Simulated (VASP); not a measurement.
Here is a VASP 6.6.1 calculation.

Contents of INCAR:

```
PREC = Accurate ; ENCUT = 520
EDIFF = 1E-6 ; ISMEAR = 0
SIGMA = 0.02 ; LREAL = F
LASPH = T ; NELM = 100
ALGO = Normal ; ISIF = 2
LWAVE = F ; LCHARG = T
GGA = PS ; LELF = T
LVHAR = T ; NBANDS = 40
```

KPOINTS

```
regular mesh
0
Gamma
  8 8 4
```

The input POSCAR:

```
Al3GaO6
1.0
    5.9594307212     -1.4704620501     -0.0178441027
    5.9594307212      1.4704620501     -0.0178441027
   -1.3689364477      0.0000000000      5.5165199850
Al Ga O
3 1 6
Direct
    0.0908163495      0.0908163495      0.7960657805
    0.6594220968      0.6594220968      0.3173614591
    0.3412166949      0.3412166949      0.6813940758
    0.9081545897      0.9081545897      0.2019925492
    0.1625498264      0.1625498264      0.1091657920
    0.8348699648      0.8348699648      0.8815006724
    0.1729403284      0.1729403284      0.5660405946
    0.8247610734      0.8247610734      0.4398122359
    0.5007223691      0.5007223691      0.2613193204
    0.5045467069      0.5045467069      0.7453475199
```

Potentials or basis: VASP PAW PBE potentials, release 64 (Al, Ga_d, O).

Launch:

```sh
$ cat potpaw_PBE.64/Al/POTCAR potpaw_PBE.64/Ga_d/POTCAR potpaw_PBE.64/O/POTCAR > POTCAR
$ mpirun -np 1 vasp_std > vasp.out
```

Question: What does it give for the largest force?

Answer: 0.029 eV/Å.

Question: What does it give for the pressure?

Answer: 0.1 GPa.

Question: What does it give for the band gap on the k mesh?

Answer: 3.70 eV (least direct gap 3.86 eV).

Stress tensor (GPa, compression positive):
```
 0.02  0.00 -0.01
 0.00  0.15  0.00
-0.01  0.00  0.09
```

Caveat: the PAW data sets were made with another functional, which shifts forces and pressure a little. A k mesh can miss the band edges.
